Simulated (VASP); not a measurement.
Here is a VASP 6.6.1 calculation.

Contents of INCAR:

```
SYSTEM = Cu
  PREC = Accurate
  ENCUT = 520
  EDIFF = 1E-7
  ISMEAR = -1
  SIGMA = 0.1
  LREAL = .FALSE.
  LASPH = .TRUE.
  NELM = 60
  ALGO = Normal
  ISIF = 2
  LWAVE = .FALSE.
  LCHARG = .FALSE.
  NBANDS = 18
```

File KPOINTS:

```
regular mesh
0
G
  17 17 10
  0 0 0
```

The input POSCAR:

```
Cu
1.0
    2.1842435298      0.0000000000      0.0000000000
   -1.0921217649      1.8916103848      0.0000000000
    0.0000000000      0.0000000000      3.5858999660
Cu
2
Direct
    0.3333333333      0.6666666667      0.2500000000
    0.6666666667      0.3333333333      0.7500000000
```

Potentials or basis: VASP PAW LDA potentials, release 64 (Cu).

Run with:

```console
$ cat potpaw_LDA.64/Cu/POTCAR > POTCAR
$ mpirun -np 1 vasp_std > vasp.out
```

Question: Estimate the pressure.

Answer: 189.5 GPa.

Question: What does it give for the band gap on the k mesh?

Answer: Zero (band 11 reaches 20.14 eV, above the bottom of band 12 at 12.08 eV).
